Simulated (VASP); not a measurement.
A run of VASP 6.6.1 is set up as follows.

File INCAR:

```
SYSTEM = CoSi
PREC = Accurate
ENCUT = 520
EDIFF = 1E-7
ISMEAR = -1
SIGMA = 0.03
LREAL = .False.
LASPH = .True.
NELM = 150
ALGO = Normal
ISIF = 2
LWAVE = .False.
LCHARG = .False.
ISPIN = 2
MAGMOM = 2 0
LORBIT = 11
LMAXMIX = 4
GGA = PE
NBANDS = 18
```

Contents of KPOINTS:

```
regular mesh
0
Gamma
  14 14 14
  0 0 0
```

The input POSCAR:

```
CoSi
1.0
    2.6853484520      0.0000000000      0.0000000000
    0.0000000000      2.6853484520      0.0000000000
    0.0000000000      0.0000000000      2.6853484520
Co Si
1 1
Direct
    0.0000000000      0.0000000000      0.0000000000
    0.5000000000      0.5000000000      0.5000000000
```

Potentials or basis: VASP PAW PBE potentials, release 64 (Co, Si).

Command:

```console
$ cat potpaw_PBE.64/Co/POTCAR potpaw_PBE.64/Si/POTCAR > POTCAR
$ mpirun -np 1 vasp_std > vasp.out
```

**Question.** What does it give for the net moment?

**Answer.** 0.42 μB per cell.

**Question.** What does it give for the site moments?

**Answer.** Co +0.41; Si +0.01 μB.

**Question.** Estimate the pressure.

**Answer.** 28.5 GPa.

Caveat: the cell stands under pressure.
